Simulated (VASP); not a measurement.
# BAs (F-43m) in VASP: single point with PBE-based screened hybrid with 75 % exact exchange

Aim: the single point of BAs with PBE-based screened hybrid with 75 % exact exchange.

Program: VASP 6.6.1. These are calculated values, not measurements. Logs are shortened: lines on timing, memory, paths and dates and some standing lists are left out, and cuts for length are marked.

## 1. The cell of the first run

It takes space group F-43m (No. 216, cubic). Conventional cell: a = 4.784 Å, b = 4.784 Å, c = 4.784 Å, α = 90.00°, β = 90.00°, γ = 90.00°. B (site symmetry -43m) has 4 As at 2.07 Å within 2.7 Å. As (site symmetry -43m) has 4 B at 2.07 Å within 2.7 Å.

## 2. Single point, PBE-based screened hybrid with 75 % exact exchange

File POSCAR:

```
BAs
1.0
    0.0000000000      2.3918676044      2.3918676044
    2.3918676044      0.0000000000      2.3918676044
    2.3918676044      2.3918676044      0.0000000000
B As
1 1
Direct
    0.0000000000      0.0000000000      0.0000000000
    0.2500000000      0.2500000000      0.2500000000
```

File INCAR.step1:

```
SYSTEM = BAs
  PREC = Accurate
  ENCUT = 420
  EDIFF = 1E-5
  ISMEAR = 0
  SIGMA = 0.01
  LREAL = .FALSE.
  LASPH = .TRUE.
  NELM = 120
  ALGO = Normal
  ISIF = 2
  LWAVE = .TRUE.
  LCHARG = .FALSE.
  GGA = PE
  NBANDS = 16
  GGA_COMPAT = .FALSE.
```

File INCAR.step2:

```
SYSTEM = BAs
  PREC = Accurate
  ENCUT = 420
  EDIFF = 1E-6
  ISMEAR = 0
  SIGMA = 0.01
  LREAL = .FALSE.
  LASPH = .TRUE.
  NELM = 120
  ALGO = Normal
  ISIF = 2
  LWAVE = .FALSE.
  LCHARG = .FALSE.
  GGA = PE
  LHFCALC = .TRUE.
  AEXX = 0.75
  HFSCREEN = 0.3
  PRECFOCK = Normal
  ISTART = 1
  NBANDS = 16
  GGA_COMPAT = .FALSE.
```

File KPOINTS:

```
Automatic mesh
0
G
  4 4 4
  0 0 0
```

Potentials or basis: VASP PAW PBE potentials, release 64 (B, As_d).

Run with:

```bash
> cat potpaw_PBE.64/B/POTCAR potpaw_PBE.64/As_d/POTCAR > POTCAR
> cp INCAR.step1 INCAR
> mpirun -np 1 vasp_std > vasp.out
> cp INCAR.step2 INCAR
> mpirun -np 1 vasp_std > vasp.out
```

OUTCAR:

```text
SYSTEM = BAs
   PREC = Accurate
   ENCUT = 420
   EDIFF = 1E-6
   ISMEAR = 0
   LREAL = .FALSE.
   LASPH = .TRUE.
   NELM = 120
   ISIF = 2
   GGA = PE
   LHFCALC = .TRUE.
   AEXX = 0.75
   HFSCREEN = 0.3
   PRECFOCK = Normal
   ISTART = 1

 ion  position               nearest neighbor table
   1  0.000  0.000  0.000-   2 2.07   2 2.07   2 2.07   2 2.07
   2  0.250  0.250  0.250-   1 2.07   1 2.07   1 2.07   1 2.07

  LATTYP: Found a face centered cubic cell.
 ALAT       =     4.7837352088

  Lattice vectors:

 A1 = (   0.0000000000,   2.3918676044,   2.3918676044)
 A2 = (   2.3918676044,   0.0000000000,   2.3918676044)
 A3 = (   2.3918676044,   2.3918676044,   0.0000000000)

Analysis of symmetry for initial positions (statically):
=====================================================================
 Subroutine PRICEL returns:
 Original cell was already a primitive cell.

 Routine SETGRP: Setting up the symmetry group for a
 face centered cubic supercell.

 Subroutine GETGRP returns: Found 24 space group operations
 (whereof 24 operations were pure point group operations)
 out of a pool of 48 trial point group operations.

The static configuration has the point symmetry T_d .

Analysis of symmetry for dynamics (positions and initial velocities):
=====================================================================
 Subroutine PRICEL returns:
 Original cell was already a primitive cell.

 Routine SETGRP: Setting up the symmetry group for a
 face centered cubic supercell.

 Subroutine GETGRP returns: Found 24 space group operations
 (whereof 24 operations were pure point group operations)
 out of a pool of 48 trial point group operations.

The dynamic configuration has the point symmetry T_d .

 Subroutine INISYM returns: Found 24 space group operations
 (whereof 24 operations are pure point group operations),
 and found     1 'primitive' translations

----------------------------------------------------------------------------------------

                                     Primitive cell

  volume of cell :      27.3679

  direct lattice vectors                    reciprocal lattice vectors
     0.000000000  2.391867604  2.391867604    -0.209041671  0.209041671  0.209041671
     2.391867604  0.000000000  2.391867604     0.209041671 -0.209041671  0.209041671
     2.391867604  2.391867604  0.000000000     0.209041671  0.209041671 -0.209041671

  length of vectors
     3.382611606  3.382611606  3.382611606     0.362070794  0.362070794  0.362070794

  position of ions in fractional coordinates (direct lattice)
     0.000000000  0.000000000  0.000000000
     0.250000000  0.250000000  0.250000000

  ion indices of the primitive-cell ions
   primitive index   ion index
                 1           1
                 2           2

----------------------------------------------------------------------------------------

 KPOINTS: Automatic mesh

Automatic generation of k-mesh.
 Grid dimensions read from file:
 generate k-points for:    4    4    4

 Generating k-lattice:

  Cartesian coordinates                     Fractional coordinates (reciprocal lattice)
    -0.052260418  0.052260418  0.052260418     0.250000000  0.000000000  0.000000000
     0.052260418 -0.052260418  0.052260418     0.000000000  0.250000000  0.000000000
     0.052260418  0.052260418 -0.052260418     0.000000000  0.000000000  0.250000000

  Length of vectors
     0.090517699  0.090517699  0.090517699

  Shift w.r.t. Gamma in fractional coordinates (k-lattice)
     0.000000000  0.000000000  0.000000000

 Subroutine IBZKPT returns following result:
 ===========================================

 Found      8 irreducible k-points:

 Following reciprocal coordinates:
            Coordinates               Weight
  0.000000  0.000000  0.000000      1.000000
  0.250000  0.000000  0.000000      8.000000
  0.500000  0.000000  0.000000      4.000000
  0.250000  0.250000  0.000000      6.000000
  0.500000  0.250000  0.000000     24.000000
 -0.250000  0.250000  0.000000     12.000000
  0.500000  0.500000  0.000000      3.000000
 -0.250000  0.500000  0.250000      6.000000
   k-points           NKPTS =      8   k-points in BZ     NKDIM =     64   number of bands    NBANDS=     16
   number of dos      NEDOS =    301   number of ions     NIONS =      2
   total plane-waves  NPLWV =  13824
   dimension x,y,z NGX =    24 NGY =   24 NGZ =   24
   dimension x,y,z NGXF=    48 NGYF=   48 NGZF=   48
   ions per type =               1   1
   NGX,Y,Z   is equivalent  to a cutoff of  11.80, 11.80, 11.80 a.u.
   NGXF,Y,Z  is equivalent  to a cutoff of  23.59, 23.59, 23.59 a.u.
 SYSTEM =  BAs
   PREC   = accura    normal or accurate (medium, high low for compatibility)
   ISTART =      1    job   : 0-new  1-cont  2-samecut
   ICHARG =      0    charge: 1-file 2-atom 10-const
   ISPIN  =      1    spin polarized calculation?
   LNONCOLLINEAR =      F non collinear calculations
   LSORBIT =      F    spin-orbit coupling
   LASPH  =      T    aspherical Exc in radial PAW
   ENCUT  =  420.0 eV  30.87 Ry    5.56 a.u.   5.65  5.65  5.65*2*pi/ulx,y,z
   NELM   =    120;   NELMIN=  2; NELMDL=  0     # of ELM steps
   EDIFF  = 0.1E-05   stopping-criterion for ELM
   LREAL  =      F    real-space projection
   EDIFFG = 0.1E-04   stopping-criterion for IOM
   NSW    =      0    number of steps for IOM
   IBRION =     -1    ionic relax: 0-MD 1-quasi-New 2-CG
   NFREE  =      0    steps in history (QN), initial steepest desc. (CG)
   ISIF   =      2    stress and relaxation
   ISYM   =      3    0-nonsym 1-usesym 2-fastsym
   POTIM  = 0.5000    time-step for ionic-motion
   TEBEG  =    0.0;   TEEND  =   0.0 temperature during run
   PSTRESS=    0.0 pullay stress
   NELECT =      18.0000    total number of electrons
   NUPDOWN=      -1.0000    fix difference up-down
   EMIN   =  10.00;   EMAX   =-10.00  energy-range for DOS
   EFERMI =   0.00;   METHOD = LEGACY
   ISMEAR =     0;   SIGMA  =   0.01  broadening in eV -4-tet -1-fermi 0-gaus
   EFERMI_NEDOS =   21; number of points for ismear=-14 and -15
   IALGO  =     38    algorithm
   IMIX   =      1    mixing-type and parameters
     AMIX     =   0.40;   BMIX     =  1.00
     AMIX_MAG =   1.60;   BMIX_MAG =  1.00
  volume/ion in A,a.u.               =      13.68        92.34
  Fermi-wavevector in a.u.,A,eV,Ry     =   1.423700  2.690403 27.577950  2.026922
  Thomas-Fermi vector in A             =   2.544270
   LORBIT       =      0    0 simple, 1 ext, 2 COOP (PROOUT), +10 PAW based schemes
   GGA     = PE    functional components
   LHFCALC =     T    Hartree Fock is set to
   PRECFOCK=normal    Normal, Fast or Accurate (Low or Medium for compatibility)
   ENCUT4O =  -1.0   cutoff for four orbital integrals eV
   NKREDX  =     1    reduce k-point grid by
   NKREDY  =     1    reduce k-point grid by
   NKREDZ  =     1    reduce k-point grid by
   AEXX    =    0.7500 exact exchange contribution
   HFSCREEN=    0.3000 screening length (either q_TF or 0.3 A-1)
   HFSCREENC=   0.3000 screening length for correlation (either q_TF or 0.3 A-1)
   ENCUTFOCK=  -1.0 apply spherical cutoff to Coloumb kernel
   IVDW    =     0    specifies the selected vdW correction
   LEPSILON=     F    determine dielectric tensor
   LRPA    =     F    only Hartree local field effects (RPA)
 non-spin polarized calculation
 Gauss-broadening in eV      SIGMA  =   0.01
  energy-cutoff  :      420.00
  volume of cell :       27.37
 maximum number of plane-waves:       544
 NGX is ok and might be reduce to    24
  NGX = 18; NGY = 18; NGZ = 18

 number of electron      18.0000019 magnetization

 Free energy of the ion-electron system (eV)
  ---------------------------------------------------
  ext. energy  EPLUGINS =         0.00000000
  ---------------------------------------------------
  free energy    TOTEN  =       -16.21488363 eV

  energy without entropy =      -16.21488363  energy(sigma->0) =      -16.21488363

 E-fermi :   3.8398     XC(G=0):  -5.6852

 val. band max:        3.7634987006   @ k =   0.0000   0.0000   0.0000
 cond. band min:       6.7940327128   @ k =   0.5000   0.5000   0.0000
 fundamental gap:      3.0305340122
 Fermi energy:         3.8397959424

 k-point     1 :       0.0000    0.0000    0.0000
  band No.  band energies     occupation
      1     -42.4039      2.00000
      2     -42.4039      2.00000
      3     -42.4039      2.00000
      4     -42.3715      2.00000
      5     -42.3715      2.00000
      6     -15.7031      2.00000
[... 8 lines left out ...]
     15      19.8087      0.00000
     16      19.8087      0.00000

 k-point     2 :       0.2500    0.0000    0.0000
  band No.  band energies     occupation
      1     -42.4021      2.00000
      2     -42.4004      2.00000
      3     -42.4004      2.00000
      4     -42.3711      2.00000
      5     -42.3711      2.00000
      6     -14.4036      2.00000
[... 8 lines left out ...]
     15      17.7638      0.00000
     16      17.8112      0.00000

 k-point     3 :       0.5000    0.0000    0.0000
  band No.  band energies     occupation
      1     -42.4004      2.00000
      2     -42.3975      2.00000
      3     -42.3975      2.00000
      4     -42.3700      2.00000
      5     -42.3700      2.00000
      6     -11.9268      2.00000
[... 8 lines left out ...]
     15      22.0211      0.00000
     16      22.0211      0.00000

 k-point     4 :       0.2500    0.2500    0.0000
  band No.  band energies     occupation
      1     -42.4063      2.00000
      2     -42.3963      2.00000
      3     -42.3963      2.00000
      4     -42.3740      2.00000
      5     -42.3689      2.00000
      6     -13.9531      2.00000
[... 8 lines left out ...]
     15      20.8874      0.00000
     16      21.5613      0.00000

 k-point     5 :       0.5000    0.2500    0.0000
  band No.  band energies     occupation
      1     -42.4037      2.00000
      2     -42.3936      2.00000
      3     -42.3927      2.00000
      4     -42.3737      2.00000
      5     -42.3684      2.00000
      6     -11.3818      2.00000
[... 8 lines left out ...]
     15      22.3939      0.00000
     16      23.1347      0.00000

 k-point     6 :      -0.2500    0.2500    0.0000
  band No.  band energies     occupation
      1     -42.4004      2.00000
      2     -42.3970      2.00000
      3     -42.3961      2.00000
      4     -42.3713      2.00000
      5     -42.3705      2.00000
      6     -12.4060      2.00000
[... 8 lines left out ...]
     15      19.3632      0.00000
     16      23.2482      0.00000

 k-point     7 :       0.5000    0.5000    0.0000
  band No.  band energies     occupation
      1     -42.4086      2.00000
      2     -42.3886      2.00000
      3     -42.3886      2.00000
      4     -42.3768      2.00000
      5     -42.3662      2.00000
      6     -10.0543      2.00000
[... 8 lines left out ...]
     15      25.0907      0.00000
     16      25.0909      0.00000

 k-point     8 :      -0.2500    0.5000    0.2500
  band No.  band energies     occupation
      1     -42.4012      2.00000
      2     -42.3961      2.00000
      3     -42.3888      2.00000
      4     -42.3740      2.00000
      5     -42.3688      2.00000
      6      -9.8464      2.00000
[... 8 lines left out ...]
     15      23.2732      0.00000
     16      23.2849      0.00000

------------------------ aborting loop because EDIFF is reached ----------------------------------------

  FORCE on cell =-STRESS in cart. coord.  units (eV):
  Direction    XX          YY          ZZ          XY          YZ          ZX
  --------------------------------------------------------------------------------------
  -------------------------------------------------------------------------------------
  Total       -0.9480936     -0.9480936     -0.9480936      0.0000000     -0.0000000      0.0000000
  in kB      -55.5035053    -55.5035053    -55.5035053      0.0000000     -0.0000000      0.0000000
  external PRESSURE =     -55.5035053 kB  Pullay stress =       0.0000000 kB

 VOLUME and BASIS-vectors are now :
 -----------------------------------------------------------------------------
  energy-cutoff  :      420.00
  volume of cell :       27.37
      direct lattice vectors                 reciprocal lattice vectors
     0.000000000  2.391867604  2.391867604    -0.209041671  0.209041671  0.209041671
     2.391867604  0.000000000  2.391867604     0.209041671 -0.209041671  0.209041671
     2.391867604  2.391867604  0.000000000     0.209041671  0.209041671 -0.209041671

 POSITION                                       TOTAL-FORCE (eV/Angst)
 -----------------------------------------------------------------------------------
      0.00000      0.00000      0.00000         0.000000      0.000000      0.000000
      1.19593      1.19593      1.19593        -0.000000     -0.000000     -0.000000
 -----------------------------------------------------------------------------------
    total drift:                               -0.000018     -0.000037     -0.000033

  FREE ENERGIE OF THE ION-ELECTRON SYSTEM (eV)
  ---------------------------------------------------
  free  energy   TOTEN  =       -16.2148836338 eV

  energy  without entropy=      -16.2148836338  energy(sigma->0) =      -16.21488363
```

It took 8.6 min on 1 thread of Intel Xeon Platinum 8375C at 2.90GHz (Ice Lake), shared host; peak memory 0.23 GiB.

What came out:

```
Free energy            : -16.2149 eV
Pressure               : -5.6 GPa
Band gap on the k mesh : 3.03 eV (least direct gap 5.46 eV)
```

Caveat: the k points lie up to 0.57 Å⁻¹ apart; the PAW data sets were made with another functional, which shifts forces and pressure a little.
